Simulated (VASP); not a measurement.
# Sb in VASP: a series of runs, part 2 of 2

VASP 6.6.1.

### Step 3. Electric field gradients, PBEsol (equal xy, yz and zx shear strains of -2 %)

INCAR

```
SYSTEM = Sb
ALGO     = Normal         ! electronic algorithm
EDIFF    = 1E-8           ! SCF threshold, eV
ENCUT    = 520            ! plane-wave cutoff, eV
GGA      = PS             ! functional
ISIF     = 2              ! what is computed and relaxed
ISMEAR   = -1             ! smearing method
LASPH    = .TRUE.         ! aspherical terms in the spheres
LCHARG   = .FALSE.        ! write CHGCAR
LEFG     = .TRUE.       
LREAL    = .FALSE.        ! projectors in reciprocal space
LWAVE    = .FALSE.        ! write WAVECAR
NBANDS   = 12             ! bands
NELM     = 80             ! most SCF steps
PREC     = Accurate       ! precision mode
SIGMA    = 0.05           ! smearing width, eV
```

KPOINTS

```
k-points
0
G
  12 12 7
  0 0 0
```

POSCAR

```
Sb
1.0
    3.3690001795     -0.0336900018     -0.0336900018
   -1.7136764872      2.9344847417     -0.0123313965
   -0.0533000000     -0.0533000000      5.3300000000
Sb
2
Direct
    0.3333333333      0.6666666667      0.2500000000
    0.6666666667      0.3333333333      0.7500000000
```

Potentials or basis: VASP PAW PBE potentials, release 64 (Sb).

Started as:

```
$ cat potpaw_PBE.64/Sb/POTCAR > POTCAR
$ mpirun -np 1 vasp_std > vasp.out
```

OUTCAR:

```text
SYSTEM = Sb
   EDIFF = 1E-8
   ENCUT = 520
   GGA = PS
   ISIF = 2
   ISMEAR = -1
   LASPH = .TRUE.
   LREAL = .FALSE.
   NELM = 80
   PREC = Accurate

 ion  position               nearest neighbor table
   1  0.333  0.667  0.250-   2 3.25   2 3.27   2 3.30   2 3.32   2 3.33   2 3.33
   2  0.667  0.333  0.750-   1 3.25   1 3.27   1 3.30   1 3.32   1 3.33   1 3.33

  LATTYP: Found a triclinic cell.
 ALAT       =     3.3401833211
 B/A-ratio  =     1.0087281861
 C/A-ratio  =     1.5958803637
 COS(alpha) =     0.0198960208
 COS(beta)  =     0.0274156886
 COS(gamma) =     0.4869832429

  Lattice vectors:

 A1 = (   1.6553236923,   2.9007947399,  -0.0460213983)
 A2 = (   3.3690001795,  -0.0336900018,  -0.0336900018)
 A3 = (   0.0533000000,   0.0533000000,  -5.3300000000)

Analysis of symmetry for initial positions (statically):
=====================================================================
 Subroutine PRICEL returns:
 Original cell was already a primitive cell.

 Routine SETGRP: Setting up the symmetry group for a
 triclinic supercell.

 Subroutine GETGRP returns: Found  2 space group operations
 (whereof  2 operations were pure point group operations)
 out of a pool of  2 trial point group operations.

The static configuration has the point symmetry S_2 .

Analysis of symmetry for dynamics (positions and initial velocities):
=====================================================================
 Subroutine PRICEL returns:
 Original cell was already a primitive cell.

 Routine SETGRP: Setting up the symmetry group for a
 triclinic supercell.

[... 167 lines left out ...]
      7      13.9976      0.00000
      8      14.8207      0.00000
      9      16.1836      0.00000
     10      17.5863      0.00000
     11      18.4825      0.00000
     12      18.8289      0.00000
[... 331 lines left out ...]
 k-point    24 :       0.3333    0.1667   -0.0000
  band No.  band energies     occupation
      1      -1.1156      2.00000
      2       1.2264      2.00000
      3       4.6085      2.00000
      4       6.0421      2.00000
      5       6.2468      2.00000
      6       7.6912      2.00000
      7       9.3955      0.00001
      8      10.2791      0.00000
      9      13.7905      0.00000
     10      15.8260      0.00000
     11      19.8460      0.00000
     12      20.2402      0.00000

 [... further k-points ...]
[... 5 lines left out ...]
  --------------------------------------------------------------------------------------
  -------------------------------------------------------------------------------------
  Total        0.0509126      0.0894099     -0.2828558     -0.0915907      0.0344141      0.0269832
  in kB        1.5574237      2.7350631     -8.6526067     -2.8017753      1.0527320      0.8254197
  external PRESSURE =      -1.4533733 kB  Pullay stress =       0.0000000 kB

 VOLUME and BASIS-vectors are now :
 -----------------------------------------------------------------------------
  energy-cutoff  :      520.00
  volume of cell :       52.38
      direct lattice vectors                 reciprocal lattice vectors
     3.369000179 -0.033690002 -0.033690002     0.298615318  0.174404853  0.004730202
    -1.713676487  2.934484742 -0.012331396     0.003462748  0.342812050  0.003462748
    -0.053300000 -0.053300000  5.330000000     0.001895507  0.001895507  0.187655171

 POSITION                                       TOTAL-FORCE (eV/Angst)
 -----------------------------------------------------------------------------------
     -0.03278      1.93177      1.31305         0.030351     -0.001164     -0.001892
      1.63480      0.91573      3.97093        -0.030351      0.001164      0.001892
 -----------------------------------------------------------------------------------
    total drift:                                0.000000     -0.000000     -0.000000

  FREE ENERGIE OF THE ION-ELECTRON SYSTEM (eV)
  ---------------------------------------------------
  free  energy   TOTEN  =        -8.6817854613 eV

  energy  without entropy=       -8.6713879243  energy(sigma->0) =       -8.67658669

 Electric field gradients (V/A^2)
---------------------------------------------------------------------
 ion       V_xx      V_yy      V_zz      V_xy      V_xz      V_yz
---------------------------------------------------------------------
   1     -10.161   -11.296    21.457     7.085     3.276     2.276
   2     -10.161   -11.296    21.457     7.085     3.276     2.276
---------------------------------------------------------------------

 Electric field gradients after diagonalization (V/A^2)
 (convention: |V_zz| > |V_xx| > |V_yy|)
----------------------------------------------------------------------
 ion       V_xx      V_yy      V_zz     asymmetry (V_yy - V_xx)/ V_zz
----------------------------------------------------------------------
   1     -17.844    -4.228    22.072       0.617
   2     -17.844    -4.228    22.072       0.617
----------------------------------------------------------------------

           NMR quadrupolar parameters

 Cq : quadrupolar parameter    Cq=e*Q*V_zz/h
 eta: asymmetry parameters     (V_yy - V_xx)/ V_zz
 Q  : nuclear electric quadrupole moment in mb (millibarn)
----------------------------------------------------------------------
 ion       Cq(MHz)       eta       Q (mb)
----------------------------------------------------------------------
   1       0.053       0.617       1.000
   2       0.053       0.617       1.000
----------------------------------------------------------------------
```

OSZICAR:

```text
N       E                     dE             d eps       ncg     rms          rms(c)
DAV:   1     0.327317129014E+02    0.32732E+02   -0.36058E+03 12144   0.665E+02
DAV:   2    -0.693649558635E+01   -0.39668E+02   -0.38371E+02 15996   0.108E+02
DAV:   3    -0.868158199009E+01   -0.17451E+01   -0.17236E+01 15044   0.251E+01
DAV:   4    -0.869521260734E+01   -0.13631E-01   -0.13628E-01 13816   0.265E+00
DAV:   5    -0.869535464647E+01   -0.14204E-03   -0.14204E-03 14588   0.300E-01    0.245E+00
DAV:   6    -0.868659236625E+01    0.87623E-02   -0.36037E-03 13496   0.286E-01    0.140E+00
DAV:   7    -0.868179623933E+01    0.47961E-02   -0.69112E-03 12648   0.396E-01    0.374E-02
DAV:   8    -0.868178632022E+01    0.99191E-05   -0.87369E-05 14840   0.679E-02    0.146E-02
DAV:   9    -0.868178641199E+01   -0.91769E-07   -0.15766E-06 13596   0.966E-03    0.350E-03
DAV:  10    -0.868178581247E+01    0.59952E-06   -0.26083E-07 13996   0.278E-03    0.293E-03
DAV:  11    -0.868178546196E+01    0.35051E-06   -0.66443E-09 10400   0.588E-04    0.296E-04
DAV:  12    -0.868178546133E+01    0.63437E-09   -0.97493E-10  7576   0.227E-04
   1 F= -.86817855E+01 E0= -.86765867E+01  d E =-.103975E-01
```

stdout:

```text
POSCAR found type information on POSCAR Sb
 POSCAR found :  1 types and       2 ions
 scaLAPACK will be used
 -----------------------------------------------------------------------------
[... 27 lines left out ...]
     0.0000793     0.0015438     0.0194780    -0.0037880     0.0145653    -0.0036579
     0.0001092     0.0015438     0.0194780    -0.0037880     0.0145653    -0.0036579
     0.0001504     0.0015438     0.0194780    -0.0037880     0.0145653    -0.0036579

     0.0000576    -6.4671422    -2.0528780   -16.9286304    -2.9692134    -0.5239200
     0.0000793    -6.4664181    -2.0526395   -16.9268490    -2.9688791    -0.5238611
     0.0001092    -6.4652695    -2.0522615   -16.9240284    -2.9683492    -0.5237675
     0.0001504    -6.4634552    -2.0516647   -16.9195818    -2.9675127    -0.5236194
```

Wall time 1.7 min (1 thread of Intel Xeon Platinum 8559C (Emerald Rapids), shared host); peak memory 0.4 GiB.

What came out:

| Property | Result |
| --- | --- |
| Free energy | -8.6818 eV |
| Pressure | -0.1 GPa |
| Largest force | 0.030 eV/Å |
| Band gap on the k mesh | zero (band 5 reaches 12.62 eV, above the bottom of band 6 at 5.80 eV) |

Forces on the atoms (eV/Å):
```
Sb   0.030 -0.001 -0.002
Sb  -0.030  0.001  0.002
```

Electric field gradients, principal values (V/Å²):
```tsv
atom	least	middle	greatest (by size)
1 Sb	-4.228	-17.844	22.072
2 Sb	-4.228	-17.844	22.072
```

Caveat: the cell differs from its parent crystal (equal xy, yz and zx shear strains of -2 %); without QUAD_EFG the Cq values of the log hold for a quadrupole moment of 1 mb, not for the nuclei; the PAW data sets were made with another functional, which shifts forces and pressure a little; spin-orbit coupling is left out, which moves the levels of the heavy elements.

### Step 4. Electric field gradients, PBEsol (equal xy, yz and zx shear strains of +1 %)

INCAR

```
SYSTEM = Sb
ALGO = Normal
EDIFF = 1E-8
ENCUT = 520
GGA = PS
ISIF = 2
ISMEAR = -1
LASPH = .True.
LCHARG = .False.
LEFG = .True.
LREAL = .False.
LWAVE = .False.
NBANDS = 12
NELM = 100
PREC = Accurate
SIGMA = 0.05
```

KPOINTS

```
k-points
0
Gamma
  12 12 7
  0 0 0
```

POSCAR

```
Sb
1.0
    3.3690001795      0.0168450009      0.0168450009
   -1.6699118911      2.9092172404      0.0061656983
    0.0266500000      0.0266500000      5.3300000000
Sb
2
Direct
    0.3333333333      0.6666666667      0.2500000000
    0.6666666667      0.3333333333      0.7500000000
```

Potentials or basis: VASP PAW PBE potentials, release 64 (Sb).

Started as:

```
$ cat potpaw_PBE.64/Sb/POTCAR > POTCAR
$ mpirun -np 1 vasp_std > vasp.out
```

OUTCAR:

```text
SYSTEM = Sb
   EDIFF = 1E-8
   ENCUT = 520
   GGA = PS
   ISIF = 2
   ISMEAR = -1
   LASPH = .True.
   LREAL = .False.
   NELM = 100
   PREC = Accurate

 ion  position               nearest neighbor table
   1  0.333  0.667  0.250-   2 3.28   2 3.28   2 3.29   2 3.30   2 3.32   2 3.33
   2  0.667  0.333  0.750-   1 3.28   1 3.28   1 3.29   1 3.30   1 3.32   1 3.33

  LATTYP: Found a triclinic cell.
 ALAT       =     3.3836771040
 B/A-ratio  =     2.3240315164
 C/A-ratio  =     0.9956873247
 COS(alpha) =     0.0006441311
 COS(beta)  =     0.5064876926
[... 579 lines left out ...]
  free  energy   TOTEN  =        -8.6811409530 eV

  energy  without entropy=       -8.6702935820  energy(sigma->0) =       -8.67571727

 Electric field gradients (V/A^2)
---------------------------------------------------------------------
 ion       V_xx      V_yy      V_zz      V_xy      V_xz      V_yz
---------------------------------------------------------------------
   1     -10.526   -10.361    20.888    -3.058    -0.528    -0.491
   2     -10.526   -10.361    20.888    -3.058    -0.528    -0.491
---------------------------------------------------------------------

 Electric field gradients after diagonalization (V/A^2)
 (convention: |V_zz| > |V_xx| > |V_yy|)
----------------------------------------------------------------------
 ion       V_xx      V_yy      V_zz     asymmetry (V_yy - V_xx)/ V_zz
----------------------------------------------------------------------
   1     -13.518    -7.385    20.903       0.293
   2     -13.518    -7.385    20.903       0.293
----------------------------------------------------------------------

           NMR quadrupolar parameters

 Cq : quadrupolar parameter    Cq=e*Q*V_zz/h
 eta: asymmetry parameters     (V_yy - V_xx)/ V_zz
 Q  : nuclear electric quadrupole moment in mb (millibarn)
----------------------------------------------------------------------
 ion       Cq(MHz)       eta       Q (mb)
----------------------------------------------------------------------
   1       0.051       0.293       1.000
   2       0.051       0.293       1.000
----------------------------------------------------------------------
```

OSZICAR:

```text
N       E                     dE             d eps       ncg     rms          rms(c)
DAV:   1     0.331825743600E+02    0.33183E+02   -0.36060E+03 12144   0.665E+02
DAV:   2    -0.690414355250E+01   -0.40087E+02   -0.38799E+02 15792   0.109E+02
DAV:   3    -0.868067050962E+01   -0.17765E+01   -0.17481E+01 15176   0.253E+01
DAV:   4    -0.869455526209E+01   -0.13885E-01   -0.13880E-01 13616   0.268E+00
DAV:   5    -0.869469897502E+01   -0.14371E-03   -0.14371E-03 14736   0.304E-01    0.245E+00
DAV:   6    -0.868594065633E+01    0.87583E-02   -0.36102E-03 13352   0.286E-01    0.139E+00
DAV:   7    -0.868115161284E+01    0.47890E-02   -0.69198E-03 12628   0.396E-01    0.372E-02
DAV:   8    -0.868114181575E+01    0.97971E-05   -0.87006E-05 14852   0.677E-02    0.147E-02
DAV:   9    -0.868114191679E+01   -0.10103E-06   -0.15637E-06 13552   0.964E-03    0.355E-03
DAV:  10    -0.868114131201E+01    0.60478E-06   -0.25871E-07 13908   0.278E-03    0.295E-03
DAV:  11    -0.868114094688E+01    0.36513E-06   -0.64683E-09 10488   0.587E-04    0.227E-04
DAV:  12    -0.868114095295E+01   -0.60750E-08   -0.94901E-10  7332   0.224E-04
   1 F= -.86811410E+01 E0= -.86757173E+01  d E =-.108474E-01
```

Wall time 1.9 min (1 thread of Intel Xeon Platinum 8559C (Emerald Rapids), shared host); peak memory 0.39 GiB.

Results:

```yaml
Free_energy: -8.6811 eV
Pressure: -0.2 GPa
Largest_force: 0.016 eV/Å
Band_gap_on_the_k_mesh: zero (band 5 reaches 12.70 eV, above the bottom of band 6 at 5.80 eV)
```

Forces in eV/Å, atoms in the order of the input:
```
Sb  -0.016 -0.001 -0.001
Sb   0.016  0.001  0.001
```

Electric field gradients, principal values (V/Å²):
```tsv
atom	least	middle	greatest (by size)
1 Sb	-7.385	-13.518	20.903
2 Sb	-7.385	-13.518	20.903
```

Caveat: the cell differs from its parent crystal (equal xy, yz and zx shear strains of +1 %); without QUAD_EFG the Cq values of the log hold for a quadrupole moment of 1 mb, not for the nuclei; the PAW data sets were made with another functional, which shifts forces and pressure a little; spin-orbit coupling is left out, which moves the levels of the heavy elements.

### Step 5. The runs side by side

```tsv
task	cell	k mesh for the DOS	occupations for the DOS	gap on the mesh (eV)	pressure (GPa)	largest force (eV/Å)
density of states	a = 3.369, b = 3.369, c = 5.330 Å, angles 90.0, 90.0, 120.0°, 2 atoms	18 × 18 × 11	tetrahedron	-	-	-
electric field gradients	a = 3.369, b = 3.398, c = 5.331 Å, angles 90.4, 91.1, 120.9°, 2 atoms	-	-	none	-0.1	0.03
electric field gradients	a = 3.369, b = 3.354, c = 5.330 Å, angles 89.8, 89.4, 119.6°, 2 atoms	-	-	none	-0.2	0.02
```

Alike in all rows: level PBEsol; potentials or basis VASP PAW PBE potentials, release 64 (Sb); no spin polarisation; k mesh 12 × 12 × 7; cutoff (eV) 520; smearing fermi-dirac 0.05 eV.

Caveats: the PAW data sets were made with another functional, which shifts forces and pressure a little; spin-orbit coupling is left out, which moves the levels of the heavy elements.

Total energies depend on the potentials used, so only differences within one code and one set of settings carry meaning.
